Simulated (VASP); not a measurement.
# In3Se (P-3m1) in VASP: relaxation of cell and atoms with PBE

Aim: the relaxation of cell and atoms of In3Se with PBE.

All numbers are computed with VASP 6.6.1; they aren't measurements. Logs are shortened: lines on timing, memory, paths and dates and some standing lists are left out, and cuts for length are marked.

## 1. The cell of the first run

Symmetry: P-3m1, No. 164, trigonal system. Conventional cell: a = 3.952 Å, b = 3.952 Å, c = 8.444 Å, α = 90.00°, β = 90.00°, γ = 120.00°. Within 4.3 Å of In (site symmetry -3m) lie 12 In at 3.29 to 3.95 Å and 2 Se at 4.22 Å. In (site symmetry 3m) has 3 Se at 2.94 Å and 9 In at 3.29 to 3.95 Å within 4.0 Å. Se (site symmetry -3m) has 6 In at 2.94 Å and 6 Se at 3.95 Å within 4.0 Å.

The cell was generated, and may not be a known phase.

## 2. Relaxation of cell and atoms, PBE

The input, INCAR:

```
SYSTEM = In3Se
PREC = Accurate ; ENCUT = 600
EDIFF = 1E-6 ; ISMEAR = 0
SIGMA = 0.1 ; LREAL = .FALSE.
LASPH = .TRUE. ; NELM = 60
ALGO = Normal ; ISIF = 3
LWAVE = .FALSE. ; LCHARG = .FALSE.
GGA = PE ; IBRION = 2
NSW = 100 ; EDIFFG = -0.01
```

The input, KPOINTS:

```
regular mesh
0
G
  12 12 6
  0 0 0
```

The input, POSCAR:

```
In3Se
1.0
    3.9520875111      0.0000000000      0.0000000000
   -1.9760437556      3.4226081826      0.0000000000
    0.0000000000      0.0000000000      8.4442479296
In Se
3 1
Direct
    0.0000000000      0.0000000000      0.5000000000
    0.3333333333      0.6666666667      0.2191860072
    0.6666666667      0.3333333333      0.7808139928
    0.0000000000      0.0000000000      0.0000000000
```

Potentials or basis: VASP PAW PBE potentials, release 64 (In_d, Se).

Run with:

```console
cat potpaw_PBE.64/In_d/POTCAR potpaw_PBE.64/Se/POTCAR > POTCAR
mpirun -np 1 vasp_std > vasp.out
```

OUTCAR:

```text
SYSTEM = In3Se
   PREC = Accurate
   ENCUT = 600
   EDIFF = 1E-6
   ISMEAR = 0
   LREAL = .FALSE.
   LASPH = .TRUE.
   NELM = 60
   ISIF = 3
   GGA = PE
   IBRION = 2
   NSW = 100
   EDIFFG = -0.01

 ion  position               nearest neighbor table
   1  0.000  0.000  0.500-   2 3.29   3 3.29   3 3.29   2 3.29   3 3.29   2 3.29
   2  0.333  0.667  0.219-   4 2.94   4 2.94   4 2.94   1 3.29   1 3.29   1 3.29
   3  0.667  0.333  0.781-   4 2.94   4 2.94   4 2.94   1 3.29   1 3.29   1 3.29
   4  0.000  0.000  0.000-   2 2.94   3 2.94   3 2.94   2 2.94   3 2.94   2 2.94

  LATTYP: Found a hexagonal cell.
 ALAT       =     3.9520875111
 C/A-ratio  =     2.1366550983

  Lattice vectors:

 A1 = (   3.9520875111,   0.0000000000,   0.0000000000)
 A2 = (  -1.9760437556,   3.4226081826,   0.0000000000)
 A3 = (   0.0000000000,   0.0000000000,   8.4442479296)

Analysis of symmetry for initial positions (statically):
=====================================================================
 Subroutine PRICEL returns:
 Original cell was already a primitive cell.

 Routine SETGRP: Setting up the symmetry group for a
 hexagonal supercell.

 Subroutine GETGRP returns: Found 12 space group operations
 (whereof 12 operations were pure point group operations)
 out of a pool of 24 trial point group operations.

The static configuration has the point symmetry D_3d.

Analysis of symmetry for dynamics (positions and initial velocities):
=====================================================================
 Subroutine PRICEL returns:
 Original cell was already a primitive cell.

 Routine SETGRP: Setting up the symmetry group for a
 hexagonal supercell.

 Subroutine GETGRP returns: Found 12 space group operations
 (whereof 12 operations were pure point group operations)
 out of a pool of 24 trial point group operations.

The dynamic configuration has the point symmetry D_3d.

 Subroutine INISYM returns: Found 12 space group operations
 (whereof 12 operations are pure point group operations),
 and found     1 'primitive' translations

----------------------------------------------------------------------------------------

                                     Primitive cell

  volume of cell :     114.2207

  direct lattice vectors                    reciprocal lattice vectors
     3.952087511  0.000000000  0.000000000     0.253030834  0.146087420  0.000000000
    -1.976043756  3.422608183  0.000000000     0.000000000  0.292174841  0.000000000
     0.000000000  0.000000000  8.444247930     0.000000000  0.000000000  0.118423809

  length of vectors
     3.952087511  3.952087511  8.444247930     0.292174841  0.292174841  0.118423809

  position of ions in fractional coordinates (direct lattice)
     0.000000000  0.000000000  0.500000000
     0.333333333  0.666666667  0.219186007
     0.666666667  0.333333333  0.780813993
     0.000000000  0.000000000  0.000000000

  ion indices of the primitive-cell ions
   primitive index   ion index
                 1           1
                 2           2
                 3           3
                 4           4

----------------------------------------------------------------------------------------

 KPOINTS: regular mesh

Automatic generation of k-mesh.
 Grid dimensions read from file:
 generate k-points for:   12   12    6

 Generating k-lattice:

  Cartesian coordinates                     Fractional coordinates (reciprocal lattice)
     0.021085903  0.012173952  0.000000000     0.083333333  0.000000000  0.000000000
     0.000000000  0.024347903  0.000000000     0.000000000  0.083333333  0.000000000
     0.000000000  0.000000000  0.019737301     0.000000000  0.000000000  0.166666667

  Length of vectors
     0.024347903  0.024347903  0.019737301

  Shift w.r.t. Gamma in fractional coordinates (k-lattice)
     0.000000000  0.000000000  0.000000000

 Subroutine IBZKPT returns following result:
 ===========================================

 Found    100 irreducible k-points:

 Following reciprocal coordinates:
            Coordinates               Weight
  0.000000  0.000000  0.000000      1.000000
  0.083333  0.000000  0.000000      6.000000
  0.166667  0.000000  0.000000      6.000000
  0.250000  0.000000  0.000000      6.000000
  0.333333  0.000000  0.000000      6.000000
  0.416667  0.000000  0.000000      6.000000
[... 16 lines left out ...]
  0.166667  0.000000  0.166667      6.000000
  0.000000  0.166667  0.166667      6.000000
 [... further k-points ...]
   k-points           NKPTS =    100   k-points in BZ     NKDIM =    100   number of bands    NBANDS=     27
   number of dos      NEDOS =    301   number of ions     NIONS =      4
   total plane-waves  NPLWV =  71680
   dimension x,y,z NGX =    32 NGY =   32 NGZ =   70
   dimension x,y,z NGXF=    64 NGYF=   64 NGZF=  140
   ions per type =               3   1
   NGX,Y,Z   is equivalent  to a cutoff of  13.46, 13.46, 13.78 a.u.
   NGXF,Y,Z  is equivalent  to a cutoff of  26.92, 26.92, 27.56 a.u.
 SYSTEM =  In3Se
   PREC   = accura    normal or accurate (medium, high low for compatibility)
   ISTART =      0    job   : 0-new  1-cont  2-samecut
   ICHARG =      2    charge: 1-file 2-atom 10-const
   ISPIN  =      1    spin polarized calculation?
   LNONCOLLINEAR =      F non collinear calculations
   LSORBIT =      F    spin-orbit coupling
   LASPH  =      T    aspherical Exc in radial PAW
   ENCUT  =  600.0 eV  44.10 Ry    6.64 a.u.   7.89  7.89 16.87*2*pi/ulx,y,z
   NELM   =     60;   NELMIN=  2; NELMDL= -5     # of ELM steps
   EDIFF  = 0.1E-05   stopping-criterion for ELM
   LREAL  =      F    real-space projection
   EDIFFG = -.1E-01   stopping-criterion for IOM
   NSW    =    100    number of steps for IOM
   IBRION =      2    ionic relax: 0-MD 1-quasi-New 2-CG
   NFREE  =      1    steps in history (QN), initial steepest desc. (CG)
   ISIF   =      3    stress and relaxation
   ISYM   =      2    0-nonsym 1-usesym 2-fastsym
   POTIM  = 0.5000    time-step for ionic-motion
   TEBEG  =    0.0;   TEEND  =   0.0 temperature during run
   PSTRESS=    0.0 pullay stress
   NELECT =      45.0000    total number of electrons
   NUPDOWN=      -1.0000    fix difference up-down
   EMIN   =  10.00;   EMAX   =-10.00  energy-range for DOS
   EFERMI =   0.00;   METHOD = LEGACY
   ISMEAR =     0;   SIGMA  =   0.10  broadening in eV -4-tet -1-fermi 0-gaus
   EFERMI_NEDOS =   21; number of points for ismear=-14 and -15
   IALGO  =     38    algorithm
   IMIX   =      4    mixing-type and parameters
     AMIX     =   0.40;   BMIX     =  1.00
     AMIX_MAG =   1.60;   BMIX_MAG =  1.00
  volume/ion in A,a.u.               =      28.56       192.70
  Fermi-wavevector in a.u.,A,eV,Ry     =   1.200137  2.267930 19.596858  1.440328
  Thomas-Fermi vector in A             =   2.335981
   LORBIT       =      0    0 simple, 1 ext, 2 COOP (PROOUT), +10 PAW based schemes
   GGA     = PE    functional components
   LHFCALC =     F    Hartree Fock is set to
   AEXX    =    0.0000 exact exchange contribution
   IVDW    =     0    specifies the selected vdW correction
   LEPSILON=     F    determine dielectric tensor
   LRPA    =     F    only Hartree local field effects (RPA)
 conjugate gradient relaxation of ions
 non-spin polarized calculation
 Gauss-broadening in eV      SIGMA  =   0.10
  energy-cutoff  :      600.00
  volume of cell :      114.22
 maximum number of plane-waves:      3850
   NGX = 15   NGY = 15   NGZ = 33

--------------------------------------- Ionic step        1  -------------------------------------------

 number of electron      44.9999998 magnetization

 Free energy of the ion-electron system (eV)
  ---------------------------------------------------
  ext. energy  EPLUGINS =         0.00000000
  ---------------------------------------------------
  free energy    TOTEN  =       -11.86679982 eV

  energy without entropy =      -11.85404103  energy(sigma->0) =      -11.86042043

------------------------ aborting loop because EDIFF is reached ----------------------------------------

  FORCE on cell =-STRESS in cart. coord.  units (eV):
  Direction    XX          YY          ZZ          XY          YZ          ZX
  --------------------------------------------------------------------------------------
  -------------------------------------------------------------------------------------
  Total        0.2696419      0.2696419     -0.1870767     -0.0000000      0.0000000      0.0000000
  in kB        3.7822764      3.7822764     -2.6241314     -0.0000000      0.0000000      0.0000000
  external PRESSURE =       1.6468072 kB  Pullay stress =       0.0000000 kB
[... 95 lines left out ...]
  FREE ENERGIE OF THE ION-ELECTRON SYSTEM (eV)
  ---------------------------------------------------
  free  energy   TOTEN  =       -11.8717020577 eV

  energy  without entropy=      -11.8599260598  energy(sigma->0) =      -11.86581406

[... ionic steps 4 to 8 ...]

--------------------------------------- Ionic step        9  -------------------------------------------

 number of electron      45.0000007 magnetization

------------------------ aborting loop because EDIFF is reached ----------------------------------------

  FORCE on cell =-STRESS in cart. coord.  units (eV):
  Direction    XX          YY          ZZ          XY          YZ          ZX
  --------------------------------------------------------------------------------------
  -------------------------------------------------------------------------------------
  Total       -0.0421616     -0.0421616     -0.0529952      0.0000000      0.0000000      0.0000000
  in kB       -0.5875071     -0.5875071     -0.7384703      0.0000000      0.0000000      0.0000000
  external PRESSURE =      -0.6378282 kB  Pullay stress =       0.0000000 kB
[... 61 lines left out ...]
  energy  without entropy=      -11.8654238117  energy(sigma->0) =      -11.87031208

--------------------------------------- Ionic step       11  -------------------------------------------

 number of electron      45.0000006 magnetization

 Free energy of the ion-electron system (eV)
  ---------------------------------------------------
  ext. energy  EPLUGINS =         0.00000000
  ---------------------------------------------------
  free energy    TOTEN  =       -11.87524588 eV

  energy without entropy =      -11.86539753  energy(sigma->0) =      -11.87032171

 E-fermi :   5.6696     XC(G=0):  -9.4896

 val. band max:        5.6348975982   @ k =   0.3333   0.2500   0.1667
 cond. band min:       5.6947689024   @ k =   0.4167   0.0833   0.1667
 fundamental gap:      0.0598713042
 Fermi energy:         5.6695834981

 k-point     1 :       0.0000    0.0000    0.0000
  band No.  band energies     occupation
      1      -9.0957      2.00000
      2      -9.0957      2.00000
      3      -9.0150      2.00000
      4      -8.9974      2.00000
      5      -8.9974      2.00000
      6      -8.9492      2.00000
[... 709 lines left out ...]
     26       9.5227      0.00000
     27      10.3166      0.00000

 [... further k-points ...]

------------------------ aborting loop because EDIFF is reached ----------------------------------------

  FORCE on cell =-STRESS in cart. coord.  units (eV):
  Direction    XX          YY          ZZ          XY          YZ          ZX
  --------------------------------------------------------------------------------------
  -------------------------------------------------------------------------------------
  Total       -0.0044019     -0.0044019      0.0084826      0.0000000     -0.0000000     -0.0000000
  in kB       -0.0613588     -0.0613588      0.1182395      0.0000000     -0.0000000     -0.0000000
  external PRESSURE =      -0.0014927 kB  Pullay stress =       0.0000000 kB
[... 19 lines left out ...]
  FREE ENERGIE OF THE ION-ELECTRON SYSTEM (eV)
  ---------------------------------------------------
  free  energy   TOTEN  =       -11.8752458798 eV

  energy  without entropy=      -11.8653975320  energy(sigma->0) =      -11.87032171

 reached required accuracy - stopping structural energy minimisation
```

It took 17 min on 1 thread of Intel Xeon 6975P-C (Granite Rapids), shared host; peak memory 0.53 GiB.

What came out:

* Free energy: -11.8752 eV
* Relaxed volume: 28.74 Å³/atom
* Relaxed cell: a = 4.017 Å, b = 4.017 Å, c = 8.226 Å, α = 90.00°, β = 90.00°, γ = 120.00°
* Space group after relaxing (to 0.1 Å): P-3m1 (No. 164)
* Energy gained by relaxing: 2.1 meV/atom
* Ionic steps: 11
* Pressure after relaxing: 0.0 GPa
* Band gap on the k mesh: zero (an odd number of electrons rules out a gap without spin polarisation)

Forces on the atoms (eV/Å):
```
In   0.000  0.000  0.000
In   0.000  0.000 -0.003
In   0.000  0.000  0.003
Se   0.000  0.000  0.000
```

Step by step:
| step | energy change (eV) | largest force (eV/Å) | pressure (GPa) | volume (Å³) |
| --- | --- | --- | --- | --- |
| 1 | 0.0000 | 0.0500 | 0.16 | 114.22 |
| 2 | -0.0021 | 0.0385 | 0.02 | 114.71 |
| 3 | -0.0049 | 0.0072 | -0.34 | 116.12 |
| 4 | -0.0064 | 0.0213 | -0.23 | 115.86 |
| 5 | -0.0078 | 0.0440 | -0.05 | 115.40 |
| 6 | -0.0079 | 0.0497 | -0.01 | 115.27 |
| 7 | -0.0081 | 0.0398 | -0.08 | 115.21 |
| 8 | -0.0084 | 0.0107 | -0.01 | 115.03 |
| 9 | -0.0084 | 0.0019 | -0.06 | 114.98 |
| 10 | -0.0084 | 0.0147 | -0.01 | 114.88 |
| 11 | -0.0084 | 0.0027 | 0.00 | 114.94 |

Final structure:
```xyz
4
Lattice="4.0169 0.0000 0.0000 -2.0084 3.4787 0.0000 0.0000 0.0000 8.2256" Properties=species:S:1:pos:R:3 pbc="T T T"
In    0.0000    0.0000    4.1128
In    0.0000    2.3192    1.8302
In    2.0084    1.1596    6.3954
Se    0.0000    0.0000    0.0000
```

Levels at points of the mesh, in eV from the Fermi level:
```
           k point  band 20  band 21  band 22  band 23  band 24  band 25
(0.00, 0.00, 0.00)    -1.72    -1.60    -1.60     3.40     3.71     3.95
(0.50, 0.00, 0.00)    -3.39    -3.04    -2.52     0.56     0.90     2.19
(0.00, 0.00, 0.50)    -1.59    -1.59     0.73     1.45     3.54     3.54
(0.50, 0.00, 0.50)    -2.86    -2.49    -1.59    -0.90    -0.21     1.51
```

Caveat: spin-orbit coupling is left out, which moves the levels of the heavy elements.

The gap in the log of VASP goes by the Fermi energy; the results here count the filled bands.